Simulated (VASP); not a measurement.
A run of VASP 6.6.1:

Contents of POSCAR:

```
InP
1.0
    0.0000000000      2.9499078504      2.9499078504
    2.9499078504      0.0000000000      2.9499078504
    2.9499078504      2.9499078504      0.0000000000
In P
1 1
Direct
    0.0000000000      0.0000000000      0.0000000000
    0.7500000000      0.7500000000      0.7500000000
```

File INCAR.step1:

```
SYSTEM = InP
  PREC = Accurate
  ENCUT = 520
  EDIFF = 1E-5
  ISMEAR = -1
  SIGMA = 0.05
  LREAL = .False.
  LASPH = .True.
  NELM = 100
  ALGO = Normal
  ISIF = 2
  LWAVE = .True.
  LCHARG = .False.
  NBANDS = 16
  GGA = PE
```

File INCAR.step2:

```
SYSTEM = InP
  PREC = Accurate
  ENCUT = 520
  EDIFF = 1E-6
  ISMEAR = -1
  SIGMA = 0.05
  LREAL = .False.
  LASPH = .True.
  NELM = 100
  ALGO = Normal
  ISIF = 2
  LWAVE = .False.
  LCHARG = .False.
  METAGGA = R2SCAN
  LHFCALC = .True.
  AEXX = 0.1
  LMIXTAU = .True.
  PRECFOCK = Normal
  NBANDS = 16
  ISTART = 1
```

The input KPOINTS:

```
regular mesh
0
Gamma
  4 4 4
  0 0 0
```

Potentials or basis: VASP PAW PBE potentials, release 64 (In_d, P).

The run is started by

```bash
$ cat potpaw_PBE.64/In_d/POTCAR potpaw_PBE.64/P/POTCAR > POTCAR
$ cp INCAR.step1 INCAR
$ mpirun -np 1 vasp_std > vasp.out
$ cp INCAR.step2 INCAR
$ mpirun -np 1 vasp_std > vasp.out
```

Hardware: 1 thread of Intel(R) Xeon(R) Platinum 8488C (Sapphire Rapids), with other jobs on the host.

How long does it take, and how much memory?

Wall time 4.9 min on 1 thread of Intel(R) Xeon(R) Platinum 8488C (Sapphire Rapids) (shared host), peak memory 0.19 GiB. Counts: k points 8.
